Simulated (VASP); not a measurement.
# Hf in VASP: a series of runs

The runs below take Hf through single point, with PBE.

Everything below comes from runs of VASP 6.6.1. Logs are shortened: lines on timing, memory, paths and dates and some standing lists are left out, and cuts for length are marked.

### Step 1. The cell of the first run

The cell holds a sheet with vacuum, 1 atom: a = 3.103 Å, b = 3.103 Å, c = 14.000 Å, α = 90.00°, β = 90.00°, γ = 120.00°.

### Step 2. Single point, PBE

INCAR

```
SYSTEM = Hf
PREC = Accurate
ENCUT = 400
EDIFF = 1E-6
ISMEAR = 0
SIGMA = 0.1
LREAL = .FALSE.
LASPH = .TRUE.
NELM = 120
ALGO = Normal
ISIF = 2
LWAVE = .FALSE.
LCHARG = .FALSE.
LDIPOL = .TRUE.
IDIPOL = 3
DIPOL = 0.5 0.5 0.500
GGA = PE
NBANDS = 11
GGA_COMPAT = .FALSE.
NELMDL = -8
```

KPOINTS

```
regular mesh
0
G
  6 6 1
  0 0 0
```

POSCAR

```
Hf
1.0
    3.1025000000      0.0000000000      0.0000000000
   -1.5512500000      2.6868440000      0.0000000000
    0.0000000000      0.0000000000     14.0000000000
Hf
1
Direct
    0.0000000000      0.0000000000      0.5000000000
```

Potentials or basis: VASP PAW PBE potentials, release 64 (Hf_pv).

Launch:

```console
$ cat potpaw_PBE.64/Hf_pv/POTCAR > POTCAR
$ mpirun -np 1 vasp_std > vasp.out
```

OUTCAR:

```text
SYSTEM = Hf
   PREC = Accurate
   ENCUT = 400
   EDIFF = 1E-6
   ISMEAR = 0
   LREAL = .FALSE.
   LASPH = .TRUE.
   NELM = 120
   ISIF = 2
   GGA = PE
   NELMDL = -8

 ion  position               nearest neighbor table
   1  0.000  0.000  0.500-

  LATTYP: Found a hexagonal cell.
 ALAT       =     3.1025000000
 C/A-ratio  =     4.5124899275

  Lattice vectors:

 A1 = (   3.1025000000,   0.0000000000,   0.0000000000)
 A2 = (  -1.5512500000,   2.6868440000,   0.0000000000)
 A3 = (   0.0000000000,   0.0000000000,  14.0000000000)

Analysis of symmetry for initial positions (statically):
=====================================================================
 Subroutine PRICEL returns:
 Original cell was already a primitive cell.

 Routine SETGRP: Setting up the symmetry group for a
 hexagonal supercell.

 Subroutine GETGRP returns: Found 24 space group operations
 (whereof 24 operations were pure point group operations)
 out of a pool of 24 trial point group operations.

The static configuration has the point symmetry D_6h.

Analysis of symmetry for dynamics (positions and initial velocities):
=====================================================================
 Subroutine PRICEL returns:
 Original cell was already a primitive cell.

 Routine SETGRP: Setting up the symmetry group for a
 hexagonal supercell.

 Subroutine GETGRP returns: Found 24 space group operations
 (whereof 24 operations were pure point group operations)
 out of a pool of 24 trial point group operations.

The dynamic configuration has the point symmetry D_6h.

 Subroutine INISYM returns: Found 24 space group operations
 (whereof 24 operations are pure point group operations),
 and found     1 'primitive' translations

----------------------------------------------------------------------------------------

                                     Primitive cell

  volume of cell :     116.7031

  direct lattice vectors                    reciprocal lattice vectors
     3.102500000  0.000000000  0.000000000     0.322320709  0.186091935  0.000000000
    -1.551250000  2.686844000  0.000000000     0.000000000  0.372183871  0.000000000
     0.000000000  0.000000000 14.000000000     0.000000000  0.000000000  0.071428571

  length of vectors
     3.102500000  3.102500160 14.000000000     0.372183890  0.372183871  0.071428571

  position of ions in fractional coordinates (direct lattice)
     0.000000000  0.000000000  0.500000000

  ion indices of the primitive-cell ions
   primitive index   ion index
                 1           1

----------------------------------------------------------------------------------------

 KPOINTS: regular mesh

Automatic generation of k-mesh.
 Grid dimensions read from file:
 generate k-points for:    6    6    1

 Generating k-lattice:

  Cartesian coordinates                     Fractional coordinates (reciprocal lattice)
     0.053720118  0.031015323  0.000000000     0.166666667 -0.000000000  0.000000000
     0.000000000  0.062030645  0.000000000     0.000000000  0.166666667  0.000000000
     0.000000000  0.000000000  0.071428571     0.000000000  0.000000000  1.000000000

  Length of vectors
     0.062030648  0.062030645  0.071428571

  Shift w.r.t. Gamma in fractional coordinates (k-lattice)
     0.000000000  0.000000000  0.000000000

 Subroutine IBZKPT returns following result:
 ===========================================

 Found      7 irreducible k-points:

 Following reciprocal coordinates:
            Coordinates               Weight
  0.000000  0.000000  0.000000      1.000000
  0.166667  0.000000  0.000000      6.000000
  0.333333  0.000000  0.000000      6.000000
  0.500000  0.000000  0.000000      3.000000
  0.166667  0.166667  0.000000      6.000000
  0.333333  0.166667  0.000000     12.000000
  0.333333  0.333333  0.000000      2.000000
   k-points           NKPTS =      7   k-points in BZ     NKDIM =      7   number of bands    NBANDS=     11
   number of dos      NEDOS =    301   number of ions     NIONS =      1
   total plane-waves  NPLWV =  38400
   dimension x,y,z NGX =    20 NGY =   20 NGZ =   96
   dimension x,y,z NGXF=    40 NGYF=   40 NGZF=  192
   ions per type =               1
   NGX,Y,Z   is equivalent  to a cutoff of  10.72, 10.72, 11.40 a.u.
   NGXF,Y,Z  is equivalent  to a cutoff of  21.43, 21.43, 22.80 a.u.
 SYSTEM =  Hf
   PREC   = accura    normal or accurate (medium, high low for compatibility)
   ISTART =      0    job   : 0-new  1-cont  2-samecut
   ICHARG =      2    charge: 1-file 2-atom 10-const
   ISPIN  =      1    spin polarized calculation?
   LNONCOLLINEAR =      F non collinear calculations
   LSORBIT =      F    spin-orbit coupling
   LASPH  =      T    aspherical Exc in radial PAW
   ENCUT  =  400.0 eV  29.40 Ry    5.42 a.u.   5.06  5.06 22.83*2*pi/ulx,y,z
   NELM   =    120;   NELMIN=  2; NELMDL= -8     # of ELM steps
   EDIFF  = 0.1E-05   stopping-criterion for ELM
   LREAL  =      F    real-space projection
   EDIFFG = 0.1E-04   stopping-criterion for IOM
   NSW    =      0    number of steps for IOM
   IBRION =     -1    ionic relax: 0-MD 1-quasi-New 2-CG
   NFREE  =      0    steps in history (QN), initial steepest desc. (CG)
   ISIF   =      2    stress and relaxation
   ISYM   =      2    0-nonsym 1-usesym 2-fastsym
   POTIM  = 0.5000    time-step for ionic-motion
   TEBEG  =    0.0;   TEEND  =   0.0 temperature during run
   PSTRESS=    0.0 pullay stress
   NELECT =      10.0000    total number of electrons
   NUPDOWN=      -1.0000    fix difference up-down
   EMIN   =  10.00;   EMAX   =-10.00  energy-range for DOS
   EFERMI =   0.00;   METHOD = LEGACY
   ISMEAR =     0;   SIGMA  =   0.10  broadening in eV -4-tet -1-fermi 0-gaus
   EFERMI_NEDOS =   21; number of points for ismear=-14 and -15
   IALGO  =     38    algorithm
   IMIX   =      4    mixing-type and parameters
     AMIX     =   0.40;   BMIX     =  1.00
     AMIX_MAG =   1.60;   BMIX_MAG =  1.00
  volume/ion in A,a.u.               =     116.70       787.55
  Fermi-wavevector in a.u.,A,eV,Ry     =   0.721740  1.363891  7.087391  0.520909
  Thomas-Fermi vector in A             =   1.811525
   LORBIT       =      0    0 simple, 1 ext, 2 COOP (PROOUT), +10 PAW based schemes
   GGA     = PE    functional components
   LHFCALC =     F    Hartree Fock is set to
   AEXX    =    0.0000 exact exchange contribution
   IVDW    =     0    specifies the selected vdW correction
   LEPSILON=     F    determine dielectric tensor
   LRPA    =     F    only Hartree local field effects (RPA)
 non-spin polarized calculation
 Gauss-broadening in eV      SIGMA  =   0.10
  energy-cutoff  :      400.00
  volume of cell :      116.70
 maximum number of plane-waves:      2145
   NGX = 11   NGY = 11   NGZ = 45

 dipolmoment           0.000000      0.000000     -0.000000 electrons x Angstroem

 number of electron      10.0000001 magnetization

 dipolmoment           0.000000      0.000000      0.000000 electrons x Angstroem

 Free energy of the ion-electron system (eV)
  ---------------------------------------------------
  ext. energy  EPLUGINS =         0.00000000
  ---------------------------------------------------
  free energy    TOTEN  =        -7.65533095 eV

  energy without entropy =       -7.63699312  energy(sigma->0) =       -7.64616203

 E-fermi :  -2.2321     XC(G=0):  -3.5447

 val. band max:       -2.3617555231   @ k =   0.1667   0.1667   0.0000
 cond. band min:      -2.2182920578   @ k =   0.3333   0.3333   0.0000
 fundamental gap:      0.1434634654
 Fermi energy:        -2.2320964442

 k-point     1 :       0.0000    0.0000    0.0000
  band No.  band energies     occupation
      1     -33.4849      2.00000
      2     -32.8164      2.00000
      3     -32.8164      2.00000
      4      -7.5851      2.00000
      5      -2.3943      1.97821
      6      -2.0512      0.01050
      7      -0.6787      0.00000
      8      -0.6787      0.00000
      9       1.5029      0.00000
     10       2.0589      0.00000
     11       2.0589      0.00000

 k-point     2 :       0.1667    0.0000    0.0000
  band No.  band energies     occupation
      1     -33.4595      2.00000
      2     -33.0030      2.00000
      3     -32.8593      2.00000
      4      -6.6668      2.00000
      5      -2.2140      0.79803
      6      -1.9760      0.00029
      7      -1.4319      0.00000
      8       0.1583      0.00000
      9       1.5230      0.00000
     10       1.7699      0.00000
     11       2.0470      0.00000

 k-point     3 :       0.3333    0.0000    0.0000
  band No.  band energies     occupation
      1     -33.4084      2.00000
      2     -33.3602      2.00000
      3     -32.9439      2.00000
      4      -4.9510      2.00000
      5      -2.7439      2.00000
      6      -2.0870      0.04021
      7      -0.5570      0.00000
      8       1.2538      0.00000
      9       2.1986      0.00000
     10       2.3811      0.00000
     11       3.6364      0.00000

 k-point     4 :       0.5000    0.0000    0.0000
  band No.  band energies     occupation
      1     -33.5316      2.00000
      2     -33.3827      2.00000
      3     -32.9856      2.00000
      4      -4.6899      2.00000
      5      -3.0426      2.00000
      6      -0.4157      0.00000
      7      -0.3886      0.00000
      8       1.0203      0.00000
      9       3.2001      0.00000
     10       4.2016      0.00000
     11       5.9207      0.00000

 k-point     5 :       0.1667    0.1667    0.0000
  band No.  band energies     occupation
      1     -33.4213      2.00000
      2     -33.2385      2.00000
      3     -32.9591      2.00000
      4      -5.0987      2.00000
      5      -2.5076      1.99990
      6      -2.3618      1.93329
      7      -1.1639      0.00000
      8       0.9244      0.00000
      9       1.9301      0.00000
     10       2.0864      0.00000
     11       3.1221      0.00000

 k-point     6 :       0.3333    0.1667    0.0000
  band No.  band energies     occupation
      1     -33.4426      2.00000
      2     -33.3827      2.00000
      3     -33.0820      2.00000
      4      -3.8198      2.00000
      5      -2.6998      2.00000
      6      -1.7939      0.00000
      7      -0.2441      0.00000
      8      -0.0957      0.00000
      9       3.7041      0.00000
     10       4.1083      0.00000
     11       5.4317      0.00000

 k-point     7 :       0.3333    0.3333    0.0000
  band No.  band energies     occupation
      1     -33.3699      2.00000
      2     -33.3191      2.00000
      3     -33.3191      2.00000
      4      -2.2183      0.84522
      5      -2.2183      0.84521
      6      -1.7834      0.00000
      7      -1.7834      0.00000
      8      -0.0894      0.00000
      9       4.1235      0.00000
     10       5.3149      0.00000
     11       5.7048      0.00000

------------------------ aborting loop because EDIFF is reached ----------------------------------------

 vacuum level on the upper side and lower side of the slab       (xc-potential included)        -0.251        -0.251

  FORCE on cell =-STRESS in cart. coord.  units (eV):
  Direction    XX          YY          ZZ          XY          YZ          ZX
  --------------------------------------------------------------------------------------
  -------------------------------------------------------------------------------------
  Total       -2.6623142     -2.6623145     -0.0083308      0.0000000      0.0000000      0.0000000
  in kB      -36.5500190    -36.5500241     -0.1143707      0.0000000      0.0000000      0.0000000
  external PRESSURE =     -24.4048046 kB  Pullay stress =       0.0000000 kB

 VOLUME and BASIS-vectors are now :
 -----------------------------------------------------------------------------
  energy-cutoff  :      400.00
  volume of cell :      116.70
      direct lattice vectors                 reciprocal lattice vectors
     3.102500000  0.000000000  0.000000000     0.322320709  0.186091935  0.000000000
    -1.551250000  2.686844000  0.000000000     0.000000000  0.372183871  0.000000000
     0.000000000  0.000000000 14.000000000     0.000000000  0.000000000  0.071428571

 POSITION                                       TOTAL-FORCE (eV/Angst)
 -----------------------------------------------------------------------------------
      0.00000      0.00000      7.00000         0.000000      0.000000      0.000000
 -----------------------------------------------------------------------------------
    total drift:                               -0.000000      0.000000      0.000000

  FREE ENERGIE OF THE ION-ELECTRON SYSTEM (eV)
  ---------------------------------------------------
  free  energy   TOTEN  =        -7.6553309525 eV

  energy  without entropy=       -7.6369931172  energy(sigma->0) =       -7.64616203

 vacuum level on the upper side and lower side of the slab         1.744         1.744
```

It took 12 s on 1 thread of Intel Xeon 6975P-C (Granite Rapids), shared host; peak memory 0.17 GiB.

Results:

```
Free energy            : -7.6553 eV
Band gap on the k mesh : zero (band 5 reaches -2.21 eV, above the bottom of band 6 at -2.36 eV)
```

Levels at points of the mesh, in eV from the Fermi level:
```csv
k point,band 3,band 4,band 5,band 6,band 7,band 8
"(0.00, 0.00, 0.00)",-30.58,-5.35,-0.16,0.18,1.55,1.55
"(0.50, 0.00, 0.00)",-30.75,-2.46,-0.81,1.82,1.84,3.25
```

Caveat: the k points lie up to 0.39 Å⁻¹ apart; spin-orbit coupling is left out, which moves the levels of the heavy elements.

### Step 3. Single point, PBE

INCAR

```
PREC = Accurate
ENCUT = 400
EDIFF = 1E-6
ISMEAR = 0
SIGMA = 0.1
LREAL = False
LASPH = True
NELM = 120
ALGO = Normal
ISIF = 2
LWAVE = False
LCHARG = True
LDIPOL = True
IDIPOL = 3
DIPOL = 0.5 0.5 0.500
GGA = PE
LELF = True
LVHAR = True
LVACPOTAV = True
NBANDS = 11
GGA_COMPAT = False
NELMDL = -8
```

KPOINTS

```
regular mesh
0
Gamma
  6 6 1
```

POSCAR is that of step 2.

Potentials or basis: VASP PAW PBE potentials, release 64 (Hf_pv).

Launch:

```console
$ cat potpaw_PBE.64/Hf_pv/POTCAR > POTCAR
$ mpirun -np 1 vasp_std > vasp.out
```

Run time: 13 s. Hardware: 1 thread of Intel Xeon 6975P-C (Granite Rapids), shared host; peak memory 0.17 GiB.

It converged, with:

```
Free energy            : -7.6553 eV
Band gap on the k mesh : zero (band 5 reaches -2.21 eV, above the bottom of band 6 at -2.36 eV)
```

Levels at points of the mesh, in eV from the Fermi level:
```
           k point  band 3  band 4  band 5  band 6  band 7  band 8
(0.00, 0.00, 0.00)  -30.58   -5.35   -0.16    0.18    1.55    1.55
(0.50, 0.00, 0.00)  -30.75   -2.46   -0.81    1.82    1.84    3.25
```

Caveat: the k points lie up to 0.39 Å⁻¹ apart; spin-orbit coupling is left out, which moves the levels of the heavy elements.

[end of part 1 of 2]
